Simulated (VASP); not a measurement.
A run of VASP 6.6.1:

Contents of POSCAR:

```
CdSe
1.0
    0.0000000000      3.0677809692      3.0677809692
    3.0677809692      0.0000000000      3.0677809692
    3.0677809692      3.0677809692      0.0000000000
Cd Se
1 1
Direct
    0.0000000000      0.0000000000      0.0000000000
    0.2500000000      0.2500000000      0.2500000000
```

File INCAR.step1:

```
PREC     = Accurate       # precision mode
ENCUT    = 520            # plane-wave cutoff, eV
ISMEAR   = 0              # smearing method
SIGMA    = 0.01           # smearing width, eV
LREAL    = False          # projectors in reciprocal space
LASPH    = True           # aspherical terms in the spheres
NELM     = 80             # most SCF steps
NBANDS   = 16             # bands
GGA      = PE             # functional
ALGO     = Normal         # electronic algorithm
EDIFF    = 1E-4           # SCF threshold, eV
LWAVE    = True           # write WAVECAR
LCHARG   = False          # write CHGCAR
```

INCAR.step2

```
PREC     = Accurate       # precision mode
ENCUT    = 520            # plane-wave cutoff, eV
EDIFF    = 1E-6           # SCF threshold, eV
ISMEAR   = 0              # smearing method
SIGMA    = 0.01           # smearing width, eV
LREAL    = False          # projectors in reciprocal space
LASPH    = True           # aspherical terms in the spheres
NELM     = 80             # most SCF steps
ALGO     = Normal         # electronic algorithm
ISIF     = 2              # what is computed and relaxed
LWAVE    = False          # write WAVECAR
LCHARG   = False          # write CHGCAR
METAGGA  = R2SCAN         # meta-GGA
LMIXTAU  = True         
NBANDS   = 16             # bands
ISTART   = 1
```

Contents of KPOINTS:

```
regular mesh
0
Gamma
  8 8 8
```

Potentials or basis: VASP PAW PBE potentials, release 64 (Cd, Se).

Command:

```sh
$ cat potpaw_PBE.64/Cd/POTCAR potpaw_PBE.64/Se/POTCAR > POTCAR
$ cp INCAR.step1 INCAR
$ mpirun -np 1 vasp_std > vasp.out
$ cp INCAR.step2 INCAR
$ mpirun -np 1 vasp_std > vasp.out
```

Hardware: 1 thread of Intel(R) Xeon(R) 6975P-C (Granite Rapids), on a shared host.

Task: Estimate the wall time of this run.

Result: Wall time 44 s on 1 thread of Intel(R) Xeon(R) 6975P-C (Granite Rapids) (shared host), peak memory 0.19 GiB. Counts: k points 29.
